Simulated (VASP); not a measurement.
A run of VASP 6.6.1:

Contents of INCAR:

```
SYSTEM = Si2W
PREC     = Accurate       ! precision mode
ENCUT    = 450            ! plane-wave cutoff, eV
EDIFF    = 1E-7           ! SCF threshold, eV
ISMEAR   = -1             ! smearing method
SIGMA    = 0.15           ! smearing width, eV
LREAL    = .False.        ! projectors in reciprocal space
LASPH    = .True.         ! aspherical terms in the spheres
NELM     = 120            ! most SCF steps
ALGO     = Normal         ! electronic algorithm
ISIF     = 2              ! what is computed and relaxed
LWAVE    = .False.        ! write WAVECAR
LCHARG   = .False.        ! write CHGCAR
GGA      = PE             ! functional
IBRION   = 2              ! ionic algorithm
NSW      = 80             ! ionic steps
EDIFFG   = -0.03          ! ionic threshold
GGA_COMPAT= .False.      
NELMIN   = 4
```

KPOINTS

```
regular mesh
0
Gamma
  8 8 8
  0 0 0
```

POSCAR

```
Si2W
1.0
   -1.6069000000      1.6069000000      3.9149500000
    1.6069000000     -1.6069000000      3.9149500000
    1.6069000000      1.6069000000     -3.9149500000
Si W
2 1
Direct
    0.3347000000      0.3347000000      0.0000000000
    0.6653000000      0.6653000000      0.0000000000
    0.0000000000      0.0000000000      0.0000000000
```

Potentials or basis: VASP PAW PBE potentials, release 64 (Si, W_sv).

The run is started by

```sh
$ cat potpaw_PBE.64/Si/POTCAR potpaw_PBE.64/W_sv/POTCAR > POTCAR
$ mpirun -np 1 vasp_std > vasp.out
```

Hardware: 1 thread of Intel(R) Xeon(R) Platinum 8488C (Sapphire Rapids), on a shared host.

Problem. Estimate the wall time of this run.

Solution. Wall time 29 s on 1 thread of Intel(R) Xeon(R) Platinum 8488C (Sapphire Rapids), on a shared host, peak memory 0.19 GiB. Counts: scf iterations 19, k points 59, ion steps 2.
